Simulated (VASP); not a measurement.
# Mo (Im-3m) in VASP: notebook

Runs on Mo. Level: PBE+D3(BJ). Tasks: single point, relaxation of cell and atoms.

Everything below comes from runs of VASP 6.6.1. Logs are shortened: lines on timing, memory, paths and dates and some standing lists are left out, and cuts for length are marked.

## (1) The cell of the first run

The structure is cubic, space group Im-3m (No. 229). The conventional cell has a = 3.130 Å, b = 3.130 Å, c = 3.130 Å, α = 90.00°, β = 90.00°, γ = 90.00°. Within 3.6 Å of Mo (site symmetry m-3m) lie 14 Mo at 2.71 to 3.13 Å.

## (2) Single point, PBE+D3(BJ)

The input, INCAR:

```
  ALGO = Normal
  EDIFF = 1E-6
  ENCUT = 520
  GGA = PE
  ISIF = 2
  ISMEAR = 0
  IVDW = 12
  LASPH = True
  LCHARG = True
  LELF = True
  LREAL = False
  LVHAR = True
  LWAVE = False
  NBANDS = 13
  NELM = 80
  PREC = Accurate
  SIGMA = 0.1
```

The input, KPOINTS:

```
k-points
0
Gamma
  18 18 18
```

The input, POSCAR:

```
Mo
1.0
   -1.5651395910      1.5651395910      1.5651395910
    1.5651395910     -1.5651395910      1.5651395910
    1.5651395910      1.5651395910     -1.5651395910
Mo
1
Direct
    0.0000000000      0.0000000000      0.0000000000
```

Potentials or basis: VASP PAW PBE potentials, release 64 (Mo_sv).

Command:

```bash
cat potpaw_PBE.64/Mo_sv/POTCAR > POTCAR
mpirun -np 1 vasp_std > vasp.out
```

OUTCAR:

```text
EDIFF = 1E-6
   ENCUT = 520
   GGA = PE
   ISIF = 2
   ISMEAR = 0
   IVDW = 12
   LASPH = True
   LREAL = False
   NELM = 80
   PREC = Accurate
 IVDW          = 12

 ion  position               nearest neighbor table
   1  0.000  0.000  0.000-

  LATTYP: Found a body centered cubic cell.
 ALAT       =     3.1302791820

  Lattice vectors:

 A1 = (  -1.5651395910,   1.5651395910,   1.5651395910)
 A2 = (   1.5651395910,  -1.5651395910,   1.5651395910)
 A3 = (   1.5651395910,   1.5651395910,  -1.5651395910)

Analysis of symmetry for initial positions (statically):
=====================================================================
 Subroutine PRICEL returns:
 Original cell was already a primitive cell.

 Routine SETGRP: Setting up the symmetry group for a
 body centered cubic supercell.

 Subroutine GETGRP returns: Found 48 space group operations
 (whereof 48 operations were pure point group operations)
 out of a pool of 48 trial point group operations.

The static configuration has the point symmetry O_h .

Analysis of symmetry for dynamics (positions and initial velocities):
=====================================================================
 Subroutine PRICEL returns:
 Original cell was already a primitive cell.

 Routine SETGRP: Setting up the symmetry group for a
 body centered cubic supercell.

 Subroutine GETGRP returns: Found 48 space group operations
 (whereof 48 operations were pure point group operations)
 out of a pool of 48 trial point group operations.

The dynamic configuration has the point symmetry O_h .

 Subroutine INISYM returns: Found 48 space group operations
 (whereof 48 operations are pure point group operations),
 and found     1 'primitive' translations

----------------------------------------------------------------------------------------

                                     Primitive cell

  volume of cell :      15.3363

  direct lattice vectors                    reciprocal lattice vectors
    -1.565139591  1.565139591  1.565139591     0.000000000  0.319460323  0.319460323
     1.565139591 -1.565139591  1.565139591     0.319460323  0.000000000  0.319460323
     1.565139591  1.565139591 -1.565139591     0.319460323  0.319460323  0.000000000

  length of vectors
     2.710901293  2.710901293  2.710901293     0.451785122  0.451785122  0.451785122

  position of ions in fractional coordinates (direct lattice)
     0.000000000  0.000000000  0.000000000

  ion indices of the primitive-cell ions
   primitive index   ion index
                 1           1

----------------------------------------------------------------------------------------

 KPOINTS: k-points

Automatic generation of k-mesh.
 Grid dimensions read from file:
 generate k-points for:   18   18   18

 Generating k-lattice:

  Cartesian coordinates                     Fractional coordinates (reciprocal lattice)
     0.000000000  0.017747796  0.017747796     0.055555556  0.000000000  0.000000000
     0.017747796  0.000000000  0.017747796     0.000000000  0.055555556  0.000000000
     0.017747796  0.017747796  0.000000000     0.000000000  0.000000000  0.055555556

  Length of vectors
     0.025099173  0.025099173  0.025099173

  Shift w.r.t. Gamma in fractional coordinates (k-lattice)
     0.000000000  0.000000000  0.000000000

 Subroutine IBZKPT returns following result:
 ===========================================

 Found    195 irreducible k-points:

 Following reciprocal coordinates:
            Coordinates               Weight
  0.000000  0.000000  0.000000      1.000000
  0.055556  0.000000  0.000000     12.000000
  0.111111  0.000000  0.000000     12.000000
  0.166667  0.000000  0.000000     12.000000
  0.222222  0.000000  0.000000     12.000000
  0.277778  0.000000  0.000000     12.000000
[... 16 lines left out ...]
  0.333333  0.111111  0.000000     48.000000
  0.388889  0.111111 -0.000000     48.000000
 [... further k-points ...]
   k-points           NKPTS =    195   k-points in BZ     NKDIM =    195   number of bands    NBANDS=     13
   number of dos      NEDOS =    301   number of ions     NIONS =      1
   total plane-waves  NPLWV =   8000
   dimension x,y,z NGX =    20 NGY =   20 NGZ =   20
   dimension x,y,z NGXF=    40 NGYF=   40 NGZF=   40
   ions per type =               1
   NGX,Y,Z   is equivalent  to a cutoff of  12.26, 12.26, 12.26 a.u.
   NGXF,Y,Z  is equivalent  to a cutoff of  24.53, 24.53, 24.53 a.u.
 SYSTEM =  unknown system
   PREC   = accura    normal or accurate (medium, high low for compatibility)
   ISTART =      0    job   : 0-new  1-cont  2-samecut
   ICHARG =      2    charge: 1-file 2-atom 10-const
   ISPIN  =      1    spin polarized calculation?
   LNONCOLLINEAR =      F non collinear calculations
   LSORBIT =      F    spin-orbit coupling
   LASPH  =      T    aspherical Exc in radial PAW
   ENCUT  =  520.0 eV  38.22 Ry    6.18 a.u.   5.04  5.04  5.04*2*pi/ulx,y,z
   NELM   =     80;   NELMIN=  2; NELMDL= -5     # of ELM steps
   EDIFF  = 0.1E-05   stopping-criterion for ELM
   LREAL  =      F    real-space projection
   EDIFFG = 0.1E-04   stopping-criterion for IOM
   NSW    =      0    number of steps for IOM
   IBRION =     -1    ionic relax: 0-MD 1-quasi-New 2-CG
   NFREE  =      0    steps in history (QN), initial steepest desc. (CG)
   ISIF   =      2    stress and relaxation
   ISYM   =      2    0-nonsym 1-usesym 2-fastsym
   POTIM  = 0.5000    time-step for ionic-motion
   TEBEG  =    0.0;   TEEND  =   0.0 temperature during run
   PSTRESS=    0.0 pullay stress
   NELECT =      14.0000    total number of electrons
   NUPDOWN=      -1.0000    fix difference up-down
   EMIN   =  10.00;   EMAX   =-10.00  energy-range for DOS
   EFERMI =   0.00;   METHOD = LEGACY
   ISMEAR =     0;   SIGMA  =   0.10  broadening in eV -4-tet -1-fermi 0-gaus
   EFERMI_NEDOS =   21; number of points for ismear=-14 and -15
   IALGO  =     38    algorithm
   IMIX   =      4    mixing-type and parameters
     AMIX     =   0.40;   BMIX     =  1.00
     AMIX_MAG =   1.60;   BMIX_MAG =  1.00
  volume/ion in A,a.u.               =      15.34       103.49
  Fermi-wavevector in a.u.,A,eV,Ry     =   1.588100  3.001073 34.314719  2.522061
  Thomas-Fermi vector in A             =   2.687155
   LORBIT       =      0    0 simple, 1 ext, 2 COOP (PROOUT), +10 PAW based schemes
   GGA     = PE    functional components
   LHFCALC =     F    Hartree Fock is set to
   AEXX    =    0.0000 exact exchange contribution
   IVDW    =    12    specifies the selected vdW correction
   LEPSILON=     F    determine dielectric tensor
   LRPA    =     F    only Hartree local field effects (RPA)
 non-spin polarized calculation
 Gauss-broadening in eV      SIGMA  =   0.10
  energy-cutoff  :      520.00
  volume of cell :       15.34
 maximum number of plane-waves:       426
   NGX =  9   NGY =  9   NGZ =  9

 number of electron      13.9999998 magnetization

 Free energy of the ion-electron system (eV)
  ---------------------------------------------------
  ext. energy  EPLUGINS =         0.00000000
  ---------------------------------------------------
  free energy    TOTEN  =       -10.92242849 eV

  energy without entropy =      -10.92011960  energy(sigma->0) =      -10.92127405

 E-fermi :  12.9282     XC(G=0): -13.4985

 val. band max:       12.9224676516   @ k =  -0.3889   0.4444   0.2778
 cond. band min:      12.9427903447   @ k =   0.3889   0.1111  -0.0000
 fundamental gap:      0.0203226932
 Fermi energy:        12.9281539147

 k-point     1 :       0.0000    0.0000    0.0000
  band No.  band energies     occupation
      1     -48.3811      2.00000
      2     -21.6020      2.00000
      3     -21.6020      2.00000
      4     -21.6020      2.00000
      5       5.6057      2.00000
      6      11.5018      2.00000
      7      11.5018      2.00000
      8      11.5018      2.00000
      9      14.5992      0.00000
     10      14.5992      0.00000
     11      27.7636      0.00000
     12      27.7636      0.00000
     13      27.7636      0.00000

 k-point     2 :       0.0556    0.0000    0.0000
  band No.  band energies     occupation
      1     -48.3728      2.00000
      2     -21.6502      2.00000
      3     -21.6168      2.00000
      4     -21.6024      2.00000
      5       5.7459      2.00000
      6      11.4217      2.00000
      7      11.4890      2.00000
      8      11.6334      2.00000
      9      14.4786      0.00000
     10      14.6009      0.00000
     11      27.8713      0.00000
     12      27.9999      0.00000
     13      28.0498      0.00000

 k-point     3 :       0.1111    0.0000    0.0000
  band No.  band energies     occupation
      1     -48.3485      2.00000
      2     -21.7876      2.00000
      3     -21.6592      2.00000
      4     -21.6035      2.00000
      5       6.1455      2.00000
      6      11.1995      2.00000
      7      11.4326      2.00000
      8      12.0229      2.00000
      9      14.2137      0.00000
     10      14.6115      0.00000
     11      28.1312      0.00000
     12      28.6889      0.00000
     13      28.7652      0.00000
[... 305 lines left out ...]
 k-point    23 :       0.3333    0.1111    0.0000
  band No.  band energies     occupation
      1     -48.1191      2.00000
      2     -22.8934      2.00000
      3     -22.0670      2.00000
      4     -21.6774      2.00000
      5       8.0345      2.00000
      6       9.7034      2.00000
      7      12.3007      2.00000
      8      14.3817      0.00000
      9      15.4204      0.00000
     10      17.5413      0.00000
     11      25.7620      0.00000
     12      26.5371      0.00000
     13      31.1044      0.00000

 k-point    24 :       0.3889    0.1111   -0.0000
  band No.  band energies     occupation
      1     -48.0953      2.00000
      2     -22.9964      2.00000
      3     -22.1162      2.00000
      4     -21.6796      2.00000
      5       7.8882      2.00000
      6       9.5735      2.00000
      7      12.9428      0.83602
      8      14.5074      0.00000
      9      15.6826      0.00000
     10      18.4391      0.00000
     11      24.8780      0.00000
     12      25.7869      0.00000
     13      30.1687      0.00000

 [... further k-points ...]

------------------------ aborting loop because EDIFF is reached ----------------------------------------

 Edisp (eV)   -0.72822

 E8    (eV) :    -0.3433

  FORCE on cell =-STRESS in cart. coord.  units (eV):
  Direction    XX          YY          ZZ          XY          YZ          ZX
  --------------------------------------------------------------------------------------
  -------------------------------------------------------------------------------------
  Total       0.05464     0.05464     0.05464     0.00000     0.00000     0.00000
  in kB       5.70849     5.70849     5.70849     0.00000     0.00000     0.00000
  external pressure =        5.71 kB  Pullay stress =        0.00 kB

 VOLUME and BASIS-vectors are now :
 -----------------------------------------------------------------------------
  energy-cutoff  :      520.00
  volume of cell :       15.34
      direct lattice vectors                 reciprocal lattice vectors
    -1.565139591  1.565139591  1.565139591     0.000000000  0.319460323  0.319460323
     1.565139591 -1.565139591  1.565139591     0.319460323  0.000000000  0.319460323
     1.565139591  1.565139591 -1.565139591     0.319460323  0.319460323  0.000000000

 POSITION                                       TOTAL-FORCE (eV/Angst)
 -----------------------------------------------------------------------------------
      0.00000      0.00000      0.00000         0.000000     -0.000000     -0.000000
 -----------------------------------------------------------------------------------
    total drift:                                0.000000     -0.000000      0.000000

  FREE ENERGIE OF THE ION-ELECTRON SYSTEM (eV)
  ---------------------------------------------------
  free  energy   TOTEN  =       -11.6506532488 eV

  energy  without entropy=      -11.6483443532  energy(sigma->0) =      -11.64949880
```

Wall time 29 s (1 thread of AMD EPYC 7R43 (Zen 3), shared host); peak memory 0.13 GiB.

Results:

- Free energy: -11.6507 eV
- Pressure: 0.6 GPa
- Band gap on the k mesh: zero (band 7 reaches 16.99 eV, above the bottom of band 8 at 11.50 eV)
- Dispersion energy per atom: -0.728 eV

Levels at points of the mesh, in eV from the Fermi level:
```csv
k point,band 4,band 5,band 6,band 7,band 8,band 9,band 10,band 11
"(0.00, 0.00, 0.00)",-34.53,-7.32,-1.43,-1.43,-1.43,1.67,1.67,14.84
"(0.50, 0.00, 0.00)",-34.54,-5.47,-3.52,1.68,1.71,2.36,4.85,11.92
"(0.50, 0.50, 0.50)",-35.55,-5.61,-5.61,4.06,4.06,4.06,9.19,9.19
```

Caveat: pairwise dispersion overbinds metals, which lowers pressure and volume.

(Part 1 of 2 ends here.)
